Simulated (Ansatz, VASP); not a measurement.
# AlCu in VASP and in Ansatz

The input INCAR:

```
SYSTEM = AlCu
  PREC = Accurate
  ENCUT = 520
  EDIFF = 1E-7
  ISMEAR = -1
  SIGMA = 0.1
  LREAL = .FALSE.
  LASPH = .TRUE.
  NELM = 60
  ALGO = Normal
  ISIF = 2
  LWAVE = .FALSE.
  LCHARG = .FALSE.
  GGA = PS
  NBANDS = 14
```

The input KPOINTS:

```
regular mesh
0
G
  14 14 14
  0 0 0
```

The input POSCAR:

```
AlCu
1.0
    0.0000000000      2.3876411869      2.3876411869
    2.3876411869      0.0000000000      2.3876411869
    2.3876411869      2.3876411869      0.0000000000
Cu Al
1 1
Direct
    0.0000000000      0.0000000000      0.0000000000
    0.5000000000      0.5000000000      0.5000000000
```

Input for Ansatz:

```yaml
crystal:
  lattice:
    - [0.0, 2.3876411869, 2.3876411869]
    - [2.3876411869, 0.0, 2.3876411869]
    - [2.3876411869, 2.3876411869, 0.0]
  atoms:
    - { symbol: Cu, position: [0.0, 0.0, 0.0] }
    - { symbol: Al, position: [0.5, 0.5, 0.5] }
kpoints:
  mp_grid: { grid: [14, 14, 14] }
scf:
  occupations: { method: fermi_dirac, width: 0.1 }
hamiltonian:
  xc: pbesol
  pseudopotentials: { kind: all_electron, lapw: { basis_error: 0.001 } }
output:
  forces: true
  stress: true
  eigenvalues: true
  populations: true
```

Change from the starting cell: volume scaled by 0.88, LAPW.

Alike in both runs: task single point; functional PBEsol; k mesh 14 × 14 × 14; occupations fermi-dirac, width 0.1 eV; no spin polarisation.

|  | VASP | Ansatz |
| --- | --- | --- |
| version | VASP 6.6.1 | Ansatz 0.2.0 |
| potentials or method | VASP PAW PBE potentials, release 64 (Cu, Al), cutoff 520 eV | all-electron LAPW, scalar-relativistic |

Ansatz gave:

```
pressure (GPa) : 15.1
```

Task: Which values does VASP return?

Result: Pressure (GPa): 15.4.

VASP's potentials were made for PBE, not for PBEsol. Ansatz ran all-electron here, and VASP with PAW potentials.
